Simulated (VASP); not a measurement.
# PtS2 in VASP: a series of runs

Runs on PtS2. Level: PBE+D3(BJ). Tasks: single point.

Everything below comes from runs of VASP 6.6.1. Logs are shortened: lines on timing, memory, paths and dates and some standing lists are left out, and cuts for length are marked.

## 1. The cell of the first run

The cell holds a slab with vacuum, 6 atoms: a = 3.542 Å, b = 3.542 Å, c = 22.467 Å, α = 90.00°, β = 90.00°, γ = 120.00°.

## 2. Single point, PBE+D3(BJ) (layers slid over each other)

INCAR reads:

```
ALGO     = Normal         # electronic algorithm
DIPOL    = 0.5 0.5 0.382
EDIFF    = 1E-7           # SCF threshold, eV
ENCUT    = 520            # plane-wave cutoff, eV
GGA      = PE             # functional
IDIPOL   = 3            
ISIF     = 2              # what is computed and relaxed
ISMEAR   = 0              # smearing method
IVDW     = 12             # dispersion correction
LASPH    = True           # aspherical terms in the spheres
LCHARG   = False          # write CHGCAR
LDIPOL   = True         
LREAL    = False          # projectors in reciprocal space
LWAVE    = False          # write WAVECAR
NBANDS   = 31             # bands
NELM     = 100            # most SCF steps
PREC     = Accurate       # precision mode
SIGMA    = 0.05           # smearing width, eV
```

KPOINTS reads:

```
k-points
0
Gamma
  9 9 1
```

POSCAR reads:

```
PtS2
1.0
    3.5415278079      0.0000000000      0.0000000000
   -1.7707639039      3.0670530498      0.0000000000
    0.0000000000      0.0000000000     22.4670615492
S Pt
4 2
Direct
    0.6666666667      0.3333333333      0.2002932155
    0.3333333333      0.6666666667      0.3108341854
    0.7777777778      0.2222222222      0.4537100124
    1.1111111111     -0.1111111111      0.5642509823
    0.0000000000      0.0000000000      0.2555637004
    1.4444444444      0.5555555556      0.5089804974
```

Potentials or basis: VASP PAW PBE potentials, release 64 (S, Pt).

On the command line:

```
$ cat potpaw_PBE.64/S/POTCAR potpaw_PBE.64/Pt/POTCAR > POTCAR
$ mpirun -np 1 vasp_std > vasp.out
```

OUTCAR:

```text
EDIFF = 1E-7
   ENCUT = 520
   GGA = PE
   ISIF = 2
   ISMEAR = 0
   IVDW = 12
   LASPH = True
   LREAL = False
   NELM = 100
   PREC = Accurate
 IVDW          = 12

 ion  position               nearest neighbor table
   1  0.667  0.333  0.200-   5 2.39   5 2.39   5 2.39
   2  0.333  0.667  0.311-   5 2.39   5 2.39   5 2.39
   3  0.778  0.222  0.454-   6 2.39   6 2.39   6 2.39
   4  0.111  0.889  0.564-   6 2.39   6 2.39   6 2.39
   5  0.000  0.000  0.256-   1 2.39   1 2.39   1 2.39   2 2.39   2 2.39   2 2.39
   6  0.444  0.556  0.509-   4 2.39   4 2.39   4 2.39   3 2.39   3 2.39   3 2.39

  LATTYP: Found a hexagonal cell.
 ALAT       =     3.5415278079
 C/A-ratio  =     6.3438896340

  Lattice vectors:

 A1 = (   3.5415278079,   0.0000000000,   0.0000000000)
 A2 = (  -1.7707639039,   3.0670530498,   0.0000000000)
 A3 = (   0.0000000000,   0.0000000000,  22.4670615492)

Analysis of symmetry for initial positions (statically):
=====================================================================
 Subroutine PRICEL returns:
 Original cell was already a primitive cell.

 Routine SETGRP: Setting up the symmetry group for a
 hexagonal supercell.

 Subroutine GETGRP returns: Found  2 space group operations
 (whereof  2 operations were pure point group operations)
 out of a pool of 24 trial point group operations.

The static configuration has the point symmetry C_1h.

Analysis of symmetry for dynamics (positions and initial velocities):
=====================================================================
 Subroutine PRICEL returns:
 Original cell was already a primitive cell.

 Routine SETGRP: Setting up the symmetry group for a
 hexagonal supercell.

 Subroutine GETGRP returns: Found  2 space group operations
 (whereof  2 operations were pure point group operations)
 out of a pool of 24 trial point group operations.

The dynamic configuration has the point symmetry C_1h.

 Subroutine INISYM returns: Found  2 space group operations
 (whereof  2 operations are pure point group operations),
 and found     1 'primitive' translations

----------------------------------------------------------------------------------------

                                     Primitive cell

  volume of cell :     244.0384

  direct lattice vectors                    reciprocal lattice vectors
     3.541527808  0.000000000  0.000000000     0.282364012  0.163022938  0.000000000
    -1.770763904  3.067053050  0.000000000     0.000000000  0.326045877  0.000000000
     0.000000000  0.000000000 22.467061549     0.000000000  0.000000000  0.044509603

  length of vectors
     3.541527808  3.541527808 22.467061549     0.326045877  0.326045877  0.044509603

  position of ions in fractional coordinates (direct lattice)
     0.666666667  0.333333333  0.200293215
     0.333333333  0.666666667  0.310834185
     0.777777778  0.222222222  0.453710012
     0.111111111  0.888888889  0.564250982
     0.000000000  0.000000000  0.255563700
     0.444444444  0.555555556  0.508980497

  ion indices of the primitive-cell ions
   primitive index   ion index
                 1           1
                 2           2
                 3           3
                 4           4
                 5           5
                 6           6

----------------------------------------------------------------------------------------

 KPOINTS: k-points

Automatic generation of k-mesh.
 Grid dimensions read from file:
 generate k-points for:    9    9    1

 Generating k-lattice:

  Cartesian coordinates                     Fractional coordinates (reciprocal lattice)
     0.031373779  0.018113660  0.000000000     0.111111111 -0.000000000  0.000000000
     0.000000000  0.036227320  0.000000000     0.000000000  0.111111111  0.000000000
     0.000000000  0.000000000  0.044509603     0.000000000  0.000000000  1.000000000

  Length of vectors
     0.036227320  0.036227320  0.044509603

  Shift w.r.t. Gamma in fractional coordinates (k-lattice)
     0.000000000  0.000000000  0.000000000

 Subroutine IBZKPT returns following result:
 ===========================================

 Found     25 irreducible k-points:

 Following reciprocal coordinates:
            Coordinates               Weight
  0.000000  0.000000  0.000000      1.000000
  0.111111 -0.000000  0.000000      4.000000
 -0.111111  0.111111  0.000000      2.000000
  0.222222  0.000000  0.000000      4.000000
 -0.222222  0.222222  0.000000      2.000000
  0.333333 -0.000000  0.000000      4.000000
[... 16 lines left out ...]
 -0.222222 -0.444444  0.000000      4.000000
  0.444444  0.333333  0.000000      4.000000
   k-points           NKPTS =     25   k-points in BZ     NKDIM =     25   number of bands    NBANDS=     31
   number of dos      NEDOS =    301   number of ions     NIONS =      6
   total plane-waves  NPLWV = 131712
   dimension x,y,z NGX =    28 NGY =   28 NGZ =  168
   dimension x,y,z NGXF=    56 NGYF=   56 NGZF=  336
   ions per type =               4   2
   NGX,Y,Z   is equivalent  to a cutoff of  13.14, 13.14, 12.43 a.u.
   NGXF,Y,Z  is equivalent  to a cutoff of  26.29, 26.29, 24.86 a.u.
 SYSTEM =  unknown system
   PREC   = accura    normal or accurate (medium, high low for compatibility)
   ISTART =      0    job   : 0-new  1-cont  2-samecut
   ICHARG =      2    charge: 1-file 2-atom 10-const
   ISPIN  =      1    spin polarized calculation?
   LNONCOLLINEAR =      F non collinear calculations
   LSORBIT =      F    spin-orbit coupling
   LASPH  =      T    aspherical Exc in radial PAW
   ENCUT  =  520.0 eV  38.22 Ry    6.18 a.u.   6.58  6.58 41.77*2*pi/ulx,y,z
   NELM   =    100;   NELMIN=  2; NELMDL= -5     # of ELM steps
   EDIFF  = 0.1E-06   stopping-criterion for ELM
   LREAL  =      F    real-space projection
   EDIFFG = 0.1E-05   stopping-criterion for IOM
   NSW    =      0    number of steps for IOM
   IBRION =     -1    ionic relax: 0-MD 1-quasi-New 2-CG
   NFREE  =      0    steps in history (QN), initial steepest desc. (CG)
   ISIF   =      2    stress and relaxation
   ISYM   =      2    0-nonsym 1-usesym 2-fastsym
   POTIM  = 0.5000    time-step for ionic-motion
   TEBEG  =    0.0;   TEEND  =   0.0 temperature during run
   PSTRESS=    0.0 pullay stress
   NELECT =      44.0000    total number of electrons
   NUPDOWN=      -1.0000    fix difference up-down
   EMIN   =  10.00;   EMAX   =-10.00  energy-range for DOS
   EFERMI =   0.00;   METHOD = LEGACY
   ISMEAR =     0;   SIGMA  =   0.05  broadening in eV -4-tet -1-fermi 0-gaus
   EFERMI_NEDOS =   21; number of points for ismear=-14 and -15
   IALGO  =     38    algorithm
   IMIX   =      4    mixing-type and parameters
     AMIX     =   0.40;   BMIX     =  1.00
     AMIX_MAG =   1.60;   BMIX_MAG =  1.00
  volume/ion in A,a.u.               =      40.67       274.48
  Fermi-wavevector in a.u.,A,eV,Ry     =   0.924854  1.747720 11.637800  0.855354
  Thomas-Fermi vector in A             =   2.050645
   LORBIT       =      0    0 simple, 1 ext, 2 COOP (PROOUT), +10 PAW based schemes
   GGA     = PE    functional components
   LHFCALC =     F    Hartree Fock is set to
   AEXX    =    0.0000 exact exchange contribution
   IVDW    =    12    specifies the selected vdW correction
   LEPSILON=     F    determine dielectric tensor
   LRPA    =     F    only Hartree local field effects (RPA)
 non-spin polarized calculation
 Gauss-broadening in eV      SIGMA  =   0.05
  energy-cutoff  :      520.00
  volume of cell :      244.04
 maximum number of plane-waves:      6671
   NGX = 13   NGY = 13   NGZ = 83

 number of electron      44.0000000 magnetization

 dipolmoment           0.000000      0.000000     -0.001625 electrons x Angstroem

 Free energy of the ion-electron system (eV)
  ---------------------------------------------------
  ext. energy  EPLUGINS =         0.00000000
  ---------------------------------------------------
  free energy    TOTEN  =       -30.89089205 eV

  energy without entropy =      -30.89089205  energy(sigma->0) =      -30.89089205

 E-fermi :  -0.3126     XC(G=0):  -5.4141

 val. band max:       -0.5271526859   @ k =  -0.1111   0.2222   0.0000
 cond. band min:       0.8222153327   @ k =  -0.2222   0.2222   0.0000
 fundamental gap:      1.3493680186
 Fermi energy:        -0.3125580098

 k-point     1 :       0.0000    0.0000    0.0000
  band No.  band energies     occupation
      1     -14.9287      2.00000
      2     -14.8585      2.00000
      3     -12.7698      2.00000
      4     -12.6199      2.00000
      5      -6.4033      2.00000
      6      -6.4030      2.00000
[... 23 lines left out ...]
     30       5.3076      0.00000
     31       5.6172      0.00000

 k-point     2 :       0.1111   -0.0000    0.0000
  band No.  band energies     occupation
      1     -14.7742      2.00000
      2     -14.7045      2.00000
      3     -12.7945      2.00000
      4     -12.6584      2.00000
      5      -6.4206      2.00000
      6      -6.3650      2.00000
[... 23 lines left out ...]
     30       5.9475      0.00000
     31       5.9968      0.00000

 k-point     3 :      -0.1111    0.1111    0.0000
  band No.  band energies     occupation
      1     -14.7747      2.00000
      2     -14.7041      2.00000
      3     -12.7958      2.00000
      4     -12.6571      2.00000
      5      -6.4205      2.00000
      6      -6.3627      2.00000
[... 703 lines left out ...]
     30       7.5537      0.00000
     31       8.0113      0.00000

 k-point    24 :       0.4444    0.3333    0.0000
  band No.  band energies     occupation
      1     -13.1385      2.00000
      2     -13.0775      2.00000
      3     -12.9738      2.00000
      4     -12.9241      2.00000
      5      -6.6717      2.00000
      6      -6.6189      2.00000
[... 23 lines left out ...]
     30       7.6156      0.00000
     31       7.9238      0.00000

 [... further k-points ...]

------------------------ aborting loop because EDIFF is reached ----------------------------------------

 vacuum level on the upper side and lower side of the slab       (xc-potential included)        -0.143        -0.118

 Edisp (eV)   -1.93279

 E8    (eV) :    -0.8009

  FORCE on cell =-STRESS in cart. coord.  units (eV):
  Direction    XX          YY          ZZ          XY          YZ          ZX
  --------------------------------------------------------------------------------------
  -------------------------------------------------------------------------------------
  Total      -0.50583    -0.42500    -0.85298     0.07000     0.02234    -0.03869
  in kB      -3.32090    -2.79023    -5.60007     0.45957     0.14666    -0.25402
  external pressure =       -3.90 kB  Pullay stress =        0.00 kB

 VOLUME and BASIS-vectors are now :
 -----------------------------------------------------------------------------
  energy-cutoff  :      520.00
  volume of cell :      244.04
      direct lattice vectors                 reciprocal lattice vectors
     3.541527808  0.000000000  0.000000000     0.282364012  0.163022938  0.000000000
    -1.770763904  3.067053050  0.000000000     0.000000000  0.326045877  0.000000000
     0.000000000  0.000000000 22.467061549     0.000000000  0.000000000  0.044509603

 POSITION                                       TOTAL-FORCE (eV/Angst)
 -----------------------------------------------------------------------------------
      1.77076      1.02235      4.50000         0.010938     -0.006315      0.035832
     -0.00000      2.04470      6.98353         0.017302     -0.009990     -0.011948
      2.36102      0.68157     10.19353        -0.003816      0.002203      0.004142
     -1.18051      2.72627     12.67706         0.004048     -0.002337     -0.038241
      0.00000      0.00000      5.74177        -0.018300      0.010566      0.093663
      0.59025      1.70392     11.43530        -0.010173      0.005873     -0.083449
 -----------------------------------------------------------------------------------
    total drift:                                0.000068     -0.000039      0.000014

  FREE ENERGIE OF THE ION-ELECTRON SYSTEM (eV)
  ---------------------------------------------------
  free  energy   TOTEN  =       -32.8236793140 eV

  energy  without entropy=      -32.8236793140  energy(sigma->0) =      -32.82367931

 vacuum level on the upper side and lower side of the slab         5.366         5.394
```

It took 5.6 min on 1 thread of Intel Xeon Platinum 8259CL at 2.50GHz (Skylake/Cascade Lake), shared host; peak memory 0.44 GiB.

Results:

```yaml
Free_energy: -32.8237 eV
Largest_force: 0.096 eV/Å
Band_gap_on_the_k_mesh: 1.35 eV (least direct gap 1.46 eV)
Dispersion_energy_per_atom: -0.322 eV
```

Forces in eV/Å, atoms in the order of the input:
```
S    0.011 -0.006  0.036
S    0.017 -0.010 -0.012
S   -0.004  0.002  0.004
S    0.004 -0.002 -0.038
Pt  -0.018  0.011  0.094
Pt  -0.010  0.006 -0.083
```

Caveat: the cell differs from its parent crystal (layers slid over each other); spin-orbit coupling is left out, which moves the levels of the heavy elements.

## 3. Single point, PBE+D3(BJ) (layers slid over each other)

INCAR reads:

```
ALGO = Normal
DIPOL = 0.5 0.5 0.394
EDIFF = 1E-6
ENCUT = 520
GGA = PE
IDIPOL = 3
ISIF = 2
ISMEAR = 0
IVDW = 12
LASPH = True
LCHARG = True
LDIPOL = True
LELF = True
LREAL = False
LVACPOTAV = True
LVHAR = True
LWAVE = False
NBANDS = 31
NELM = 100
PREC = Accurate
SIGMA = 0.05
```

KPOINTS is that of step 2.

POSCAR reads:

```
PtS2
1.0
    3.5415278079      0.0000000000      0.0000000000
   -1.7707639039      3.0670530498      0.0000000000
    0.0000000000      0.0000000000     22.4670615492
S Pt
4 2
Direct
    0.6666666667      0.3333333333      0.2002932155
    0.3333333333      0.6666666667      0.3108341854
    0.7777777778      0.2222222222      0.4773001022
    1.1111111111     -0.1111111111      0.5878410722
    0.0000000000      0.0000000000      0.2555637004
    1.4444444444      0.5555555556      0.5325705872
```

Potentials or basis: VASP PAW PBE potentials, release 64 (S, Pt).

On the command line:

```
$ cat potpaw_PBE.64/S/POTCAR potpaw_PBE.64/Pt/POTCAR > POTCAR
$ mpirun -np 1 vasp_std > vasp.out
```

OUTCAR:

```text
EDIFF = 1E-6
   ENCUT = 520
   GGA = PE
   ISIF = 2
   ISMEAR = 0
   IVDW = 12
   LASPH = True
   LREAL = False
   NELM = 100
   PREC = Accurate
 IVDW          = 12

 ion  position               nearest neighbor table
   1  0.667  0.333  0.200-   5 2.39   5 2.39   5 2.39
   2  0.333  0.667  0.311-   5 2.39   5 2.39   5 2.39
   3  0.778  0.222  0.477-   6 2.39   6 2.39   6 2.39
   4  0.111  0.889  0.588-   6 2.39   6 2.39   6 2.39
   5  0.000  0.000  0.256-   1 2.39   1 2.39   1 2.39   2 2.39   2 2.39   2 2.39
   6  0.444  0.556  0.533-   3 2.39   4 2.39   3 2.39   4 2.39   4 2.39   3 2.39

[... 1028 lines left out ...]
  Total      -0.49478    -0.47675    -0.86574     0.01562     0.00567    -0.00982
  in kB      -3.24834    -3.12996    -5.68384     0.10252     0.03722    -0.06447
  external pressure =       -4.02 kB  Pullay stress =        0.00 kB

 VOLUME and BASIS-vectors are now :
 -----------------------------------------------------------------------------
  energy-cutoff  :      520.00
  volume of cell :      244.04
      direct lattice vectors                 reciprocal lattice vectors
     3.541527808  0.000000000  0.000000000     0.282364012  0.163022938  0.000000000
    -1.770763904  3.067053050  0.000000000     0.000000000  0.326045877  0.000000000
     0.000000000  0.000000000 22.467061549     0.000000000  0.000000000  0.044509603

 POSITION                                       TOTAL-FORCE (eV/Angst)
 -----------------------------------------------------------------------------------
      1.77076      1.02235      4.50000         0.002716     -0.001568      0.042782
     -0.00000      2.04470      6.98353         0.004280     -0.002471      0.023292
      2.36102      0.68157     10.72353        -0.000489      0.000282     -0.025085
     -1.18051      2.72627     13.20706         0.000980     -0.000566     -0.043669
      0.00000      0.00000      5.74177        -0.004771      0.002755      0.058058
      0.59025      1.70392     11.96530        -0.002716      0.001568     -0.055377
 -----------------------------------------------------------------------------------
    total drift:                                0.000151     -0.000087      0.000111

  FREE ENERGIE OF THE ION-ELECTRON SYSTEM (eV)
  ---------------------------------------------------
  free  energy   TOTEN  =       -32.7562535880 eV

  energy  without entropy=      -32.7562535880  energy(sigma->0) =      -32.75625359

 vacuum level on the upper side and lower side of the slab         5.479         5.488
```

OSZICAR:

```text
N       E                     dE             d eps       ncg     rms          rms(c)
DAV:   1     0.306762725283E+03    0.30676E+03   -0.17942E+04  1550   0.116E+03
DAV:   2    -0.466333806575E+01   -0.31143E+03   -0.29618E+03  2020   0.227E+02
DAV:   3    -0.328711223463E+02   -0.28208E+02   -0.27619E+02  1876   0.726E+01
DAV:   4    -0.336387398601E+02   -0.76762E+00   -0.76587E+00  2029   0.133E+01
DAV:   5    -0.336581523243E+02   -0.19412E-01   -0.19408E-01  1993   0.213E+00    0.249E+01
DAV:   6    -0.313885250294E+02    0.22696E+01   -0.14023E+01  1732   0.280E+01    0.163E+01
DAV:   7    -0.310257163824E+02    0.36281E+00   -0.36837E+00  1634   0.155E+01    0.632E+00
DAV:   8    -0.309263666199E+02    0.99350E-01   -0.27282E-01  1872   0.363E+00    0.164E+00
DAV:   9    -0.309091801325E+02    0.17186E-01   -0.75249E-02  1874   0.201E+00    0.387E-01
DAV:  10    -0.309099797079E+02   -0.79958E-03   -0.75596E-03  1902   0.468E-01    0.395E-01
DAV:  11    -0.309100240391E+02   -0.44331E-04   -0.13054E-04  2271   0.607E-02    0.373E-01
DAV:  12    -0.309105444711E+02   -0.52043E-03   -0.13187E-03  2055   0.158E-01    0.339E-01
DAV:  13    -0.309104296412E+02    0.11483E-03   -0.37515E-04  2016   0.112E-01    0.288E-01
DAV:  14    -0.309103700951E+02    0.59546E-04   -0.10446E-04  1823   0.439E-02    0.203E-01
DAV:  15    -0.309103508360E+02    0.19259E-04   -0.13366E-05  2004   0.152E-02    0.172E-01
DAV:  16    -0.309103101863E+02    0.40650E-04   -0.71872E-05  1886   0.327E-02    0.650E-02
DAV:  17    -0.309103079034E+02    0.22829E-05   -0.77750E-06  1988   0.134E-02    0.377E-02
DAV:  18    -0.309103073868E+02    0.51663E-06   -0.69976E-07  1258   0.412E-03
   1 F= -.32756254E+02 E0= -.32756254E+02  d E =-.235363E-11
```

Run time: 4 min. Hardware: 1 thread of Intel Xeon Platinum 8259CL at 2.50GHz (Skylake/Cascade Lake), shared host; peak memory 0.44 GiB.

What came out:

* Free energy: -32.7563 eV
* Largest force: 0.058 eV/Å
* Band gap on the k mesh: 1.58 eV (least direct gap 1.66 eV)
* Dispersion energy per atom: -0.308 eV

Forces in eV/Å, atoms in the order of the input:
```
S    0.003 -0.002  0.043
S    0.004 -0.002  0.023
S    0.000  0.000 -0.025
S    0.001 -0.001 -0.044
Pt  -0.005  0.003  0.058
Pt  -0.003  0.002 -0.055
```

Caveat: the cell differs from its parent crystal (layers slid over each other); spin-orbit coupling is left out, which moves the levels of the heavy elements.
